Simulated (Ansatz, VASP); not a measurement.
# Two plane-wave programs on Tl

```
Tl
1.0
     0.00000    3.47095    3.47095
     3.47095    0.00000    3.47095
     3.47095    3.47095    0.00000
Tl
2
Cartesian
  0.0000 0.0000 0.0000
  1.7355 1.7355 1.7355
```

Alike in both runs: functional r2SCAN; k mesh 14 × 14 × 14; occupations gaussian, width 0.1 eV; no spin polarisation.

Ansatz relaxed the structure, and its values are those at the end. VASP's run is a single point on that final structure, the one shown.

```csv
,VASP,Ansatz
version,VASP 6.6.1,Ansatz 0.2.0
potentials or method,"VASP PAW PBE potentials, release 64 (Tl_d), cutoff 520 eV","scalar-relativistic, plane waves, PAW"
valence electrons in the cell,26,26
```

```csv
,VASP,Ansatz,Ansatz less VASP
gap on the k mesh at the Fermi level (eV),none,none,-
pressure (GPa),0.0,0.0,+0.02
```

VASP's potentials were made for PBE, not for r2SCAN. A gap of «none» marks a metal or a gap that the smearing closes. The functional is the same, so the differences come from potentials, cutoffs and numerics.

Spin-orbit coupling is off throughout.
